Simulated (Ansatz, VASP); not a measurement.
**One calculation of Ti, two programs**

Contents of INCAR:

```
ALGO     = Normal         # electronic algorithm
EDIFF    = 1E-7           # SCF threshold, eV
ENCUT    = 520            # plane-wave cutoff, eV
ISIF     = 2              # what is computed and relaxed
ISMEAR   = -1             # smearing method
LASPH    = True           # aspherical terms in the spheres
LCHARG   = True           # write CHGCAR
LELF     = True           # ELF
LREAL    = False          # projectors in reciprocal space
LVHAR    = True         
LWAVE    = False          # write WAVECAR
NBANDS   = 12             # bands
NELM     = 80             # most SCF steps
PREC     = Accurate       # precision mode
SIGMA    = 0.05           # smearing width, eV
```

File KPOINTS:

```
k-points
0
Gamma
  14 14 14
```

Contents of POSCAR:

```
Ti
1.0
    0.0203000000      2.0401500000      2.0401500000
    2.0401500000      0.0203000000      2.0401500000
    2.0401500000      2.0401500000      0.0203000000
Ti
1
Direct
    0.0000000000      0.0000000000      0.0000000000
```

Input for Ansatz:

```yaml
crystal:
  lattice:
    - [0.0203, 2.04015, 2.04015]
    - [2.04015, 0.0203, 2.04015]
    - [2.04015, 2.04015, 0.0203]
  atoms:
    - { symbol: Ti, position: [0.0, 0.0, 0.0] }
kpoints:
  mp_grid: { grid: [14, 14, 14] }
  band_path:
    path:
      - [0.0, 0.0, 0.0]
      - [0.5, 0.5, 0.5]
      - [0.247543133, 0.5, 0.752456867]
      - [-0.247543133, 0.247543133, 0.5]
      - [0.0, 0.0, 0.5]
      - [0.0, 0.0, 0.0]
      - [-0.3737715665, 0.0, 0.3737715665]
      - [0.0, 0.3737715665, 0.6262284335]
      - [0.0, 0.5, 0.5]
    npoints: 5
scf:
  occupations: { method: fermi_dirac, width: 0.05 }
hamiltonian:
  xc: lda
  pseudopotentials: { kind: all_electron, lapw: { basis_error: 0.00025 } }
output:
  forces: true
  stress: true
  eigenvalues: true
```

Change from the starting cell: equal xy, yz and zx shear strains of +1 %.

Alike in both runs: task single point; functional LDA; k mesh 14 × 14 × 14; occupations fermi-dirac, width 0.05 eV; no spin polarisation.

```csv
,VASP,Ansatz
version,VASP 6.6.1,Ansatz 0.2.0
potentials or method,"VASP PAW LDA potentials, release 64 (Ti_sv), cutoff 520 eV","all-electron LAPW, scalar-relativistic"
```

```tsv
	VASP	Ansatz	Ansatz less VASP
pressure (GPa)	-5.0	-4.9	+0.14
traceless stress, the component that is largest in VASP (GPa)	-0.50	-0.50	-0.004
```

LDA's correlation is that of Perdew and Zunger in VASP and of Perdew and Wang (1992) in Ansatz. Ansatz ran all-electron here, and VASP with PAW potentials.
